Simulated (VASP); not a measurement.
Runs of VASP 6.6.1 on HfN. The structure is that of space group Fm-3m (No. 225), or close to it. The cells are those of the table. 

| task | cell | k mesh | cutoff (eV) | gap on the mesh (eV) | pressure (GPa) |
| --- | --- | --- | --- | --- | --- |
| single point | a = 3.190 Å, angles 60.0°, 2 atoms | 8 × 8 × 8 | 600 | none | -3.9 |
| relaxation of cell and atoms | relaxed to 60 GPa from a = 3.021 Å, angles 60.0°, 2 atoms | 16 × 16 × 16 | 600 | none | 59.9 |
| relaxation of cell and atoms | relaxed to 3 GPa from a = 3.153 Å, angles 60.0°, 2 atoms | 16 × 16 × 16 | 600 | none | 3.0 |
| single point | a = 3.025 Å, angles 60.0°, 2 atoms | 16 × 16 × 16 | 520 | none | (a) |
| single point | a = 3.195 Å, angles 60.0°, 2 atoms | 16 × 16 × 16 | 520 | none | -5.2 |
| relaxation of cell and atoms | relaxed to 8 GPa from a = 3.155 Å, angles 60.0°, 2 atoms | 16 × 16 × 16 | 600 | none | 8.0 |
| relaxation of cell and atoms | relaxed to -3 GPa from a = 3.213 Å, angles 60.0°, 2 atoms | 16 × 16 × 16 | 600 | none | -3.1 |
| single point | a = 3.133 Å, angles 60.0°, 2 atoms | 16 × 16 × 16 | 520 | none | 12.8 |

Alike in all rows: level PBEsol; potentials or basis VASP PAW PBE potentials, release 64 (Hf_pv, N); no spin polarisation; smearing gaussian 0.1 eV.

Problem. Estimate the missing entries.

Solution. (a) 58.1.

Caveats: the PAW data sets were made with another functional, which shifts forces and pressure a little; spin-orbit coupling is left out, which moves the levels of the heavy elements; the cell is relaxed towards a set pressure, so the run minimises the enthalpy, not the energy (at least some runs); the cell stands under tension (at least some runs); the cell stands under pressure (at least some runs); the relaxation stopped at its first step, so nothing moved (at least some runs).

A k mesh can miss the band edges, and the runs leave out spin-orbit coupling on Hf.

A gap of «none» marks levels without a gap at the run's occupations.
